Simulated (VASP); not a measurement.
Crystal: NiS3.

```
Ni S
1.0
     4.14489    0.00000    0.00000
     0.00000    4.14489    0.00000
     0.00000    0.00000    4.14489
Ni S
1 3
Direct
  0.00000 0.00000 0.00000
  0.00000 0.50000 0.50000
  0.50000 0.00000 0.50000
  0.50000 0.50000 0.00000
```

- Program: VASP 6.6.1
- Task: relaxation of cell and atoms
- Functional: PBE
- Potentials or basis: VASP PAW PBE potentials, release 64 (Ni, S)
- Cutoff: 600 eV
- k mesh: 4 × 4 × 4
- Occupations: gaussian, width 0.1 eV
- Spin: collinear spin, ferromagnetic start
- Starting moments: [0.72, 0.0, 0.0, 0.0] μB

At the start: pressure -10.0 GPa; volume 17.80 Å³/atom.

**Question.** How do energy, volume and symmetry change on relaxing?

**Answer.** Over 3 steps the energy falls by 99.0 meV/atom and the volume is 14.94 Å³/atom (-16.1 %); space group Pm-3m (No. 221, to 0.05 Å); moment 0.00 μB per cell.

The path:
```
step  energy change (eV)  largest force (eV/Å)  pressure (GPa)  volume (Å³)
   1              0.0000                0.0000          -10.00        71.21
   2             -0.3951                0.0000           -0.74        60.36
   3             -0.3960                0.0000            0.17        59.77
```

Final structure:
```
Ni S
1.0
     3.90985    0.00000    0.00000
     0.00000    3.90985    0.00000
     0.00000    0.00000    3.90985
Ni S
1 3
Direct
  0.00000 0.00000 0.00000
  0.00000 0.50000 0.50000
  0.50000 0.00000 0.50000
  0.50000 0.50000 0.00000
```

Caveat: the k points lie up to 0.40 Å⁻¹ apart in the final cell; the volume moved by over 15 % at a fixed basis, so the end points are rough.
